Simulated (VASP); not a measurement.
## Rb: single point with LDA

Rb:

```
CELL_PARAMETERS angstrom
-2.69405 2.69405 2.69405
2.69405 -2.69405 2.69405
2.50546 2.50546 -2.69405
ATOMIC_POSITIONS crystal
Rb 0.00000 0.00000 0.00000
```

* Program: VASP 6.6.1
* Task: single point
* Functional: LDA
* Potentials or basis: VASP PAW LDA potentials, release 64 (Rb_sv)
* Cutoff: 520 eV
* k mesh: 12 × 12 × 12
* Occupations: gaussian, width 0.15 eV
* Spin: no spin polarisation

```yaml
Pressure: 0.3 GPa
Band_gap_on_the_k_mesh: zero (an odd number of electrons rules out a gap without spin polarisation)
```

Stress tensor (GPa, compression positive):
```
0.27 0.16 0.00
0.16 0.27 0.00
0.00 0.00 0.28
```

Levels at points of the mesh, in eV from the Fermi level:
```tsv
k point	band 1	band 2	band 3	band 4	band 5	band 6	band 7	band 8	band 9
(0.00, 0.00, 0.00)	-28.70	-12.78	-12.76	-12.76	-2.30	3.51	3.80	3.91	4.79
(0.50, 0.00, 0.00)	-28.69	-12.98	-12.83	-12.76	0.11	1.02	2.60	4.57	5.59
(0.50, 0.50, 0.00)	-28.69	-12.96	-12.82	-12.76	0.04	0.91	2.41	5.02	5.98
(0.00, 0.00, 0.50)	-28.69	-12.99	-12.86	-12.78	0.29	1.33	2.38	4.54	5.45
(0.50, 0.50, 0.50)	-28.68	-12.94	-12.92	-12.88	1.02	1.15	3.63	3.97	4.10
```

It took 3.8 min on 1 thread of Oxide Virtual Turin-like Processor, on a shared host, peak memory 0.28 GiB.
